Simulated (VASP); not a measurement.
The system is SrCl2.

```xyz
3
Lattice="0.0000 3.4541 3.4541 3.4541 0.0000 3.4541 3.4541 3.4541 0.0000" Properties=species:S:1:pos:R:3 pbc="T T T"
Sr    0.0000    0.0000    0.0000
Cl    1.7270    1.7270    1.7270
Cl    5.1811    5.1811    5.1811
```

Base run:

* Program: VASP 6.6.1
* Functional: PBEsol
* Potentials or basis: VASP PAW PBE potentials, release 64 (Sr_sv, Cl)
* Cutoff: 520 eV
* k mesh: 6 × 6 × 6
* Occupations: fermi-dirac, width 0.05 eV
* Spin: no spin polarisation

Its results: band gap on the k mesh 5.24 eV, indirect (least direct gap 5.34 eV); pressure 0.1 GPa.

Question: The run is repeated on the same cell with these changes: functional from PBEsol to r2SCAN. What comes out?

Answer: Band gap on the k mesh 5.97 eV, direct; pressure 1.6 GPa.

r2SCAN gives the wider gap, since meta-GGAs in the generalised Kohn-Sham scheme recover part of the derivative discontinuity.

Caveats: the PAW data sets were made with another functional, which shifts forces and pressure a little.

A k mesh can miss the band edges.
